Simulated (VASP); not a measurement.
# AlN (P1) in VASP: further runs

Runs on AlN. Level: r2SCAN. Tasks: single point, relaxation of cell and atoms.

Everything below comes from runs of VASP 6.6.1. Logs are shortened: lines on timing, memory, paths and dates and some standing lists are left out, and cuts for length are marked.

**1. The cell of the first run**

The typed cell holds 2 atoms: a = 3.108 Å, b = 2.991 Å, c = 3.291 Å, α = 60.81°, β = 57.91°, γ = 56.29°.

**2. Single point, r2SCAN**

Input file POSCAR:

```
AlN
1.0
    0.1071741231      2.2250745950      2.1675300370
    2.0685014751      0.1181545781      2.1565495820
    2.2527133883      2.3983060532     -0.0660573351
Al N
1 1
Direct
   -0.0015515374      0.0040312659     -0.0016331834
    0.7515515374      0.7459687341      0.7516331834
```

Input file INCAR.step1:

```
  ALGO = Normal
  EDIFF = 1E-4
  ENCUT = 520
  GGA = PE
  ISMEAR = 0
  LASPH = True
  LCHARG = False
  LREAL = False
  LWAVE = True
  NBANDS = 11
  NELM = 100
  PREC = Accurate
  SIGMA = 0.05
```

Input file INCAR.step2:

```
  ALGO = Normal
  EDIFF = 1E-7
  ENCUT = 520
  ISIF = 2
  ISMEAR = 0
  ISTART = 1
  LASPH = True
  LCHARG = True
  LELF = True
  LMIXTAU = True
  LREAL = False
  LVHAR = True
  LWAVE = False
  METAGGA = R2SCAN
  NBANDS = 11
  NELM = 100
  PREC = Accurate
  SIGMA = 0.05
```

Input file KPOINTS:

```
k-points
0
Gamma
  8 8 8
```

Potentials or basis: VASP PAW PBE potentials, release 64 (Al, N).

On the command line:

```sh
cat potpaw_PBE.64/Al/POTCAR potpaw_PBE.64/N/POTCAR > POTCAR
cp INCAR.step1 INCAR
mpirun -np 1 vasp_std > vasp.out
cp INCAR.step2 INCAR
mpirun -np 1 vasp_std > vasp.out
```

OUTCAR:

```text
EDIFF = 1E-7
   ENCUT = 520
   ISIF = 2
   ISMEAR = 0
   ISTART = 1
   LASPH = True
   LREAL = False
   METAGGA = R2SCAN
   NELM = 100
   PREC = Accurate

 ion  position               nearest neighbor table
   1  0.998  0.004  0.998-   2 1.78   2 1.82   2 1.94   2 2.02
   2  0.752  0.746  0.752-   1 1.78   1 1.82   1 1.94   1 2.02

  Warning from LATTYP: Got some problem with cell dimensions!
  Tried to take original basis but could not verify dimensions!
  LATTYP: Found a triclinic cell.
 ALAT       =     3.1081553544
 B/A-ratio  =     2.5972673454
 C/A-ratio  =     1.8500293374
 COS(alpha) =     0.0058118022
 COS(beta)  =     0.3195054024
 COS(gamma) =     0.9384641705

  Lattice vectors:

 A1 = (  -0.1071741231,  -2.2250745950,  -2.1675300370)
 A2 = (   1.9311910190,  -4.2769177318,  -6.5686474461)
 A3 = (  -2.4369253015,  -4.6784575283,   2.2886642522)

Analysis of symmetry for initial positions (statically):
=====================================================================
 Subroutine PRICEL returns:
 Original cell was already a primitive cell.

 Routine SETGRP: Setting up the symmetry group for a
 triclinic supercell.

 Subroutine GETGRP returns: Found  1 space group operations
 (whereof  1 operations were pure point group operations)
 out of a pool of  2 trial point group operations.

The static configuration has the point symmetry C_1 .

Analysis of symmetry for dynamics (positions and initial velocities):
=====================================================================
 Subroutine PRICEL returns:
 Original cell was already a primitive cell.

 Routine SETGRP: Setting up the symmetry group for a
 triclinic supercell.

 Subroutine GETGRP returns: Found  1 space group operations
 (whereof  1 operations were pure point group operations)
 out of a pool of  2 trial point group operations.

The dynamic configuration has the point symmetry C_1 .

 Subroutine INISYM returns: Found  1 space group operations
 (whereof  1 operations are pure point group operations),
 and found     1 'primitive' translations

----------------------------------------------------------------------------------------

                                     Primitive cell

  volume of cell :      20.7345

  direct lattice vectors                    reciprocal lattice vectors
     0.107174123  2.225074595  2.167530037    -0.249819369  0.240890125  0.226421625
     2.068501475  0.118154578  2.156549582     0.257801828 -0.235834570  0.229348529
     2.252713388  2.398306053 -0.066057335     0.219073902  0.205089103 -0.221366070

  length of vectors
     3.108155354  2.990545929  3.291041341     0.414372443  0.417947932  0.372904614

  position of ions in fractional coordinates (direct lattice)
     0.998448463  0.004031266  0.998366817
     0.751551537  0.745968734  0.751633183

  ion indices of the primitive-cell ions
   primitive index   ion index
                 1           1
                 2           2

----------------------------------------------------------------------------------------

 KPOINTS: k-points

Automatic generation of k-mesh.
 Grid dimensions read from file:
 generate k-points for:    8    8    8

 Generating k-lattice:

  Cartesian coordinates                     Fractional coordinates (reciprocal lattice)
    -0.031227421  0.030111266  0.028302703     0.125000000 -0.000000000 -0.000000000
     0.032225228 -0.029479321  0.028668566     0.000000000  0.125000000 -0.000000000
     0.027384238  0.025636138 -0.027670759     0.000000000 -0.000000000  0.125000000

  Length of vectors
     0.051796555  0.052243492  0.046613077

  Shift w.r.t. Gamma in fractional coordinates (k-lattice)
     0.000000000  0.000000000  0.000000000

 Subroutine IBZKPT returns following result:
 ===========================================

 Found    260 irreducible k-points:

 Following reciprocal coordinates:
            Coordinates               Weight
  0.000000  0.000000  0.000000      1.000000
  0.125000  0.000000 -0.000000      2.000000
  0.250000  0.000000 -0.000000      2.000000
  0.375000 -0.000000  0.000000      2.000000
  0.500000  0.000000 -0.000000      1.000000
  0.000000  0.125000  0.000000      2.000000
[... 16 lines left out ...]
  0.125000  0.375000 -0.000000      2.000000
  0.250000  0.375000 -0.000000      2.000000
 [... further k-points ...]
   k-points           NKPTS =    260   k-points in BZ     NKDIM =    260   number of bands    NBANDS=     11
   number of dos      NEDOS =    301   number of ions     NIONS =      2
   total plane-waves  NPLWV =  13824
   dimension x,y,z NGX =    24 NGY =   24 NGZ =   24
   dimension x,y,z NGXF=    48 NGYF=   48 NGZF=   48
   ions per type =               1   1
   NGX,Y,Z   is equivalent  to a cutoff of  12.84, 13.34, 12.12 a.u.
   NGXF,Y,Z  is equivalent  to a cutoff of  25.67, 26.68, 24.25 a.u.
 SYSTEM =  unknown system
   PREC   = accura    normal or accurate (medium, high low for compatibility)
   ISTART =      1    job   : 0-new  1-cont  2-samecut
   ICHARG =      0    charge: 1-file 2-atom 10-const
   ISPIN  =      1    spin polarized calculation?
   LNONCOLLINEAR =      F non collinear calculations
   LSORBIT =      F    spin-orbit coupling
   LASPH  =      T    aspherical Exc in radial PAW
   ENCUT  =  520.0 eV  38.22 Ry    6.18 a.u.   5.78  5.56  6.12*2*pi/ulx,y,z
   NELM   =    100;   NELMIN=  2; NELMDL=  0     # of ELM steps
   EDIFF  = 0.1E-06   stopping-criterion for ELM
   LREAL  =      F    real-space projection
   EDIFFG = 0.1E-05   stopping-criterion for IOM
   NSW    =      0    number of steps for IOM
   IBRION =     -1    ionic relax: 0-MD 1-quasi-New 2-CG
   NFREE  =      0    steps in history (QN), initial steepest desc. (CG)
   ISIF   =      2    stress and relaxation
   ISYM   =      2    0-nonsym 1-usesym 2-fastsym
   POTIM  = 0.5000    time-step for ionic-motion
   TEBEG  =    0.0;   TEEND  =   0.0 temperature during run
   PSTRESS=    0.0 pullay stress
   NELECT =       8.0000    total number of electrons
   NUPDOWN=      -1.0000    fix difference up-down
   EMIN   =  10.00;   EMAX   =-10.00  energy-range for DOS
   EFERMI =   0.00;   METHOD = LEGACY
   ISMEAR =     0;   SIGMA  =   0.05  broadening in eV -4-tet -1-fermi 0-gaus
   EFERMI_NEDOS =   21; number of points for ismear=-14 and -15
   IALGO  =     38    algorithm
   IMIX   =      4    mixing-type and parameters
     AMIX     =   0.40;   BMIX     =  1.00
     AMIX_MAG =   1.60;   BMIX_MAG =  1.00
  volume/ion in A,a.u.               =      10.37        69.96
  Fermi-wavevector in a.u.,A,eV,Ry     =   1.191811  2.252195 19.325883  1.420412
  Thomas-Fermi vector in A             =   2.327863
   LORBIT       =      0    0 simple, 1 ext, 2 COOP (PROOUT), +10 PAW based schemes
   METAGGA = R2SCAN    functional components
   LHFCALC =     F    Hartree Fock is set to
   AEXX    =    0.0000 exact exchange contribution
   IVDW    =     0    specifies the selected vdW correction
   LEPSILON=     F    determine dielectric tensor
   LRPA    =     F    only Hartree local field effects (RPA)
 non-spin polarized calculation
 Gauss-broadening in eV      SIGMA  =   0.05
  energy-cutoff  :      520.00
  volume of cell :       20.73
 maximum number of plane-waves:       570
   NGX = 11   NGY = 11   NGZ = 13

 number of electron       8.0000001 magnetization

 Free energy of the ion-electron system (eV)
  ---------------------------------------------------
  ext. energy  EPLUGINS =         0.00000000
  ---------------------------------------------------
  free energy    TOTEN  =       -18.83562329 eV

  energy without entropy =      -18.83562329  energy(sigma->0) =      -18.83562329

 E-fermi :   6.4650     XC(G=0): -11.4343

 val. band max:        6.1843639205   @ k =   0.0000   0.0000   0.0000
 cond. band min:       9.3906083688   @ k =   0.5000   0.5000  -0.0000
 fundamental gap:      3.2062444483
 Fermi energy:         6.4650025476

 k-point     1 :       0.0000    0.0000    0.0000
  band No.  band energies     occupation
      1     -10.0525      2.00000
      2       5.3473      2.00000
      3       5.7217      2.00000
      4       6.1844      2.00000
      5      10.2288      0.00000
      6      17.5881      0.00000
      7      19.9183      0.00000
      8      21.3364      0.00000
      9      23.4222      0.00000
     10      24.9304      0.00000
     11      25.2298      0.00000

 k-point     2 :       0.1250    0.0000   -0.0000
  band No.  band energies     occupation
      1      -9.7975      2.00000
      2       4.7835      2.00000
      3       5.2791      2.00000
      4       5.8410      2.00000
      5      11.0845      0.00000
      6      17.8561      0.00000
      7      19.6753      0.00000
      8      20.6831      0.00000
      9      21.7965      0.00000
     10      23.3630      0.00000
     11      25.5173      0.00000

 k-point     3 :       0.2500    0.0000   -0.0000
  band No.  band energies     occupation
      1      -9.0995      2.00000
      2       2.7308      2.00000
      3       5.0275      2.00000
      4       5.6068      2.00000
      5      12.3071      0.00000
      6      17.1967      0.00000
      7      18.7690      0.00000
      8      19.6554      0.00000
      9      21.6740      0.00000
     10      23.7502      0.00000
     11      24.8904      0.00000
[... 267 lines left out ...]
 k-point    23 :       0.1250    0.3750   -0.0000
  band No.  band energies     occupation
      1      -8.3907      2.00000
      2       1.6454      2.00000
      3       4.5089      2.00000
      4       4.8902      2.00000
      5      12.8512      0.00000
      6      16.4593      0.00000
      7      18.0099      0.00000
      8      19.0974      0.00000
      9      23.7835      0.00000
     10      24.9022      0.00000
     11      26.8642      0.00000

 k-point    24 :       0.2500    0.3750   -0.0000
  band No.  band energies     occupation
      1      -8.3050      2.00000
      2       1.8561      2.00000
      3       3.9216      2.00000
      4       4.7414      2.00000
      5      11.5649      0.00000
      6      17.1684      0.00000
      7      18.4049      0.00000
      8      20.0612      0.00000
      9      22.8911      0.00000
     10      27.0507      0.00000
     11      29.9972      0.00000

 [... further k-points ...]

------------------------ aborting loop because EDIFF is reached ----------------------------------------

  FORCE on cell =-STRESS in cart. coord.  units (eV):
  Direction    XX          YY          ZZ          XY          YZ          ZX
  --------------------------------------------------------------------------------------
  -------------------------------------------------------------------------------------
  Total        1.3128312      0.3135857      0.5229744     -4.2699338      0.3207088      1.2242091
  in kB      101.4440642     24.2311489     40.4108720   -329.9429803     24.7815629     94.5961305
  external PRESSURE =      55.3620284 kB  Pullay stress =       0.0000000 kB

 VOLUME and BASIS-vectors are now :
 -----------------------------------------------------------------------------
  energy-cutoff  :      520.00
  volume of cell :       20.73
      direct lattice vectors                 reciprocal lattice vectors
     0.107174123  2.225074595  2.167530037    -0.249819369  0.240890125  0.226421625
     2.068501475  0.118154578  2.156549582     0.257801828 -0.235834570  0.229348529
     2.252713388  2.398306053 -0.066057335     0.219073902  0.205089103 -0.221366070

 POSITION                                       TOTAL-FORCE (eV/Angst)
 -----------------------------------------------------------------------------------
      2.36438      4.61649      2.10691        -0.295698      0.429332     -1.388656
      3.31680      3.56304      3.18808         0.295698     -0.429332      1.388656
 -----------------------------------------------------------------------------------
    total drift:                               -0.002659     -0.001232      0.006175

  FREE ENERGIE OF THE ION-ELECTRON SYSTEM (eV)
  ---------------------------------------------------
  free  energy   TOTEN  =       -18.8356232851 eV

  energy  without entropy=      -18.8356232851  energy(sigma->0) =      -18.83562329
```

Run time: 89 s. Hardware: 1 thread of Intel Xeon 6975P-C (Granite Rapids), shared host; peak memory 0.17 GiB.

Results:

```
Free energy            : -18.8356 eV
Pressure               : 5.5 GPa
Largest force          : 1.483 eV/Å
Band gap on the k mesh : 3.21 eV (least direct gap 4.04 eV)
```

Forces in eV/Å, atoms in the order of the input:
```
Al  -0.296  0.429 -1.389
N    0.296 -0.429  1.389
```

Caveat: the cell stands under pressure; the PAW data sets were made with another functional, which shifts forces and pressure a little. A k mesh can miss the band edges.

**3. Relaxation of cell and atoms, r2SCAN**

POSCAR is that of step 2.

Changes to INCAR.step1 since step 2:

```diff
@@ -2,3 +2,3 @@
   EDIFF = 1E-4
-  ENCUT = 520
+  ENCUT = 600
   GGA = PE
@@ -9,3 +9,2 @@
   LWAVE = True
-  NBANDS = 11
   NELM = 100
```

Input file INCAR.step2:

```
  ALGO = Normal
  EDIFF = 1E-7
  EDIFFG = -0.01
  ENCUT = 600
  IBRION = 2
  ISIF = 3
  ISMEAR = 0
  ISTART = 1
  LASPH = True
  LCHARG = False
  LMIXTAU = True
  LREAL = False
  LWAVE = False
  METAGGA = R2SCAN
  NELM = 100
  NSW = 100
  PREC = Accurate
  SIGMA = 0.05
```

KPOINTS is that of step 2.

Potentials or basis: VASP PAW PBE potentials, release 64 (Al, N).

On the command line:

```sh
cat potpaw_PBE.64/Al/POTCAR potpaw_PBE.64/N/POTCAR > POTCAR
cp INCAR.step1 INCAR
mpirun -np 1 vasp_std > vasp.out
cp INCAR.step2 INCAR
mpirun -np 1 vasp_std > vasp.out
```

It took 20 min on 1 thread of Intel Xeon 6975P-C (Granite Rapids), shared host; peak memory 0.2 GiB.

It converged, with:

```yaml
Free_energy: -19.1796 eV
Relaxed_volume: 10.41 Å³/atom
Relaxed_cell: a = 3.088 Å, b = 3.088 Å, c = 3.087 Å, α = 60.01°, β = 60.02°, γ = 59.99°
Space_group_after_relaxing_to_0.1_Å: F-43m (No. 216)
Energy_gained_by_relaxing: 172.1 meV/atom
Ionic_steps: 13
Pressure_after_relaxing: 0.1 GPa
Largest_force_after_relaxing: 0.008 eV/Å
Band_gap_on_the_k_mesh: 3.93 eV (least direct gap 4.90 eV)
```

Forces on the atoms (eV/Å):
```
Al  -0.006  0.000 -0.005
N    0.006  0.000  0.005
```

The path:
| step | energy change (eV) | largest force (eV/Å) | pressure (GPa) | volume (Å³) |
| --- | --- | --- | --- | --- |
| 1 | 0.0000 | 1.4839 | 5.62 | 20.73 |
| 2 | -0.0637 | 2.2334 | -1.00 | 21.60 |
| 3 | -0.2942 | 0.6734 | -4.07 | 21.24 |
| 4 | -0.3297 | 0.4484 | 2.82 | 20.57 |
| 5 | -0.3316 | 0.4295 | 1.50 | 20.69 |
| 6 | -0.3397 | 0.3035 | 0.41 | 20.79 |
| 7 | -0.3413 | 0.1050 | 0.65 | 20.76 |
| 8 | -0.3432 | 0.0567 | -0.53 | 20.88 |
| 9 | -0.3433 | 0.0607 | -0.66 | 20.89 |
| 10 | -0.3441 | 0.0193 | -0.04 | 20.83 |
| 11 | -0.3441 | 0.0272 | 0.05 | 20.82 |
| 12 | -0.3441 | 0.0193 | 0.06 | 20.82 |
| 13 | -0.3441 | 0.0084 | 0.05 | 20.82 |

Final structure:
```cif
data_structure
_symmetry_space_group_name_H-M 'P 1'
_symmetry_Int_Tables_number 1
_cell_length_a 3.0882
_cell_length_b 3.0881
_cell_length_c 3.0872
_cell_angle_alpha 60.015
_cell_angle_beta 60.015
_cell_angle_gamma 59.986
_cell_volume 20.82
loop_
_atom_site_label
_atom_site_type_symbol
_atom_site_fract_x
_atom_site_fract_y
_atom_site_fract_z
_atom_site_occupancy
Al1 Al 0.00001 0.00008 0.00002 1
N1 N 0.74999 0.74992 0.74998 1
```

Levels at points of the mesh, in eV from the valence-band top:
| k point | band 2 | band 3 | band 4 | band 5 | band 6 | band 7 |
| --- | --- | --- | --- | --- | --- | --- |
| (0.00, 0.00, 0.00) | 0.00 | 0.00 | 0.00 | 4.90 | 13.52 | 13.53 |
| (0.50, 0.00, 0.00) | -5.90 | -0.49 | -0.48 | 8.22 | 10.83 | 11.94 |
| (0.00, 0.50, 0.00) | -5.90 | -0.49 | -0.48 | 8.21 | 10.83 | 11.94 |
| (0.50, 0.50, 0.00) | -4.96 | -1.81 | -1.80 | 3.93 | 9.49 | 15.20 |
| (0.00, 0.00, 0.50) | -5.90 | -0.49 | -0.49 | 8.22 | 10.83 | 11.94 |
| (0.50, 0.00, 0.50) | -4.95 | -1.81 | -1.81 | 3.93 | 9.48 | 15.21 |
| (0.00, 0.50, 0.50) | -4.95 | -1.81 | -1.81 | 3.93 | 9.48 | 15.21 |
| (0.50, 0.50, 0.50) | -5.90 | -0.49 | -0.49 | 8.21 | 10.83 | 11.94 |

Caveat: the PAW data sets were made with another functional, which shifts forces and pressure a little.
